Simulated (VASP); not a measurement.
## YAl3N4: relaxation of cell and atoms with PBE

Crystal: YAl3N4.

```
CELL_PARAMETERS angstrom
4.81668 0.00000 0.00000
0.00000 4.81668 0.00000
0.00000 0.00000 4.81668
ATOMIC_POSITIONS crystal
Y 0.50000 0.50000 0.50000
Al 0.50000 0.00000 0.00000
Al 0.00000 0.00000 0.50000
Al 0.00000 0.50000 0.00000
N 0.75000 0.25000 0.75000
N 0.75000 0.75000 0.25000
N 0.25000 0.25000 0.25000
N 0.25000 0.75000 0.75000
```

```json
{
 "Program": "VASP 6.6.1",
 "Task": "relaxation of cell and atoms",
 "Functional": "PBE",
 "Potentials or basis": "VASP PAW PBE potentials, release 64 (Y_sv, Al, N)",
 "Cutoff": "600 eV",
 "k mesh": "4 × 4 × 4",
 "Occupations": "gaussian, width 0.1 eV",
 "Spin": "no spin polarisation",
 "Dipole correction": "no",
 "Further INCAR settings": "ALGO = Normal; EDIFF = 1e-07; IBRION = 2; EDIFFG = -0.04; NSW = 90; ISIF = 3"
}
```

```yaml
Relaxed_volume: 12.36 Å³/atom
Relaxed_cell: a = 4.624 Å, b = 4.624 Å, c = 4.624 Å, α = 90.00°, β = 90.00°, γ = 90.00°
Space_group_after_relaxing_to_0.1_Å: P-43m (No. 215)
Energy_gained_by_relaxing: 241.1 meV/atom
Ionic_steps: 4
Pressure_after_relaxing: 0.5 GPa
Band_gap_on_the_k_mesh: 2.35 eV (least direct gap 3.08 eV)
```

Step by step:
| step | energy change (eV) | largest force (eV/Å) | pressure (GPa) | volume (Å³) |
| --- | --- | --- | --- | --- |
| 1 | 0.0000 | 4.0119 | -9.38 | 111.75 |
| 2 | -1.9263 | 0.1974 | 0.00 | 99.03 |
| 3 | -1.9288 | 0.0437 | -0.57 | 99.46 |
| 4 | -1.9290 | 0.0346 | 0.49 | 98.85 |

Final structure:
```
Y Al N
1.0
     4.62365    0.00000    0.00000
     0.00000    4.62365    0.00000
     0.00000    0.00000    4.62365
Y Al N
1 3 4
Direct
  0.50000 0.50000 0.50000
  0.50000 0.00000 0.00000
  0.00000 0.00000 0.50000
  0.00000 0.50000 0.00000
  0.77206 0.22794 0.77206
  0.77206 0.77206 0.22794
  0.22794 0.22794 0.22794
  0.22794 0.77206 0.77206
```

Levels at points of the mesh, in eV from the valence-band top:
| k point | band 17 | band 18 | band 19 | band 20 | band 21 | band 22 | band 23 | band 24 |
| --- | --- | --- | --- | --- | --- | --- | --- | --- |
| (0.00, 0.00, 0.00) | -1.56 | -0.73 | -0.73 | -0.73 | 2.35 | 2.98 | 2.98 | 2.98 |
| (0.50, 0.00, 0.00) | -1.94 | -1.05 | 0.00 | 0.00 | 4.29 | 4.29 | 4.30 | 4.43 |
| (0.50, 0.50, 0.00) | -1.30 | -0.77 | -0.24 | -0.24 | 4.85 | 5.18 | 5.83 | 5.83 |
| (0.50, 0.50, 0.50) | -1.19 | -0.45 | -0.45 | -0.45 | 5.08 | 5.08 | 5.08 | 5.57 |

It took 3.3 min on 1 thread of Intel Xeon 8259CL, on a shared host, peak memory 0.27 GiB.

A k mesh can miss the band edges.
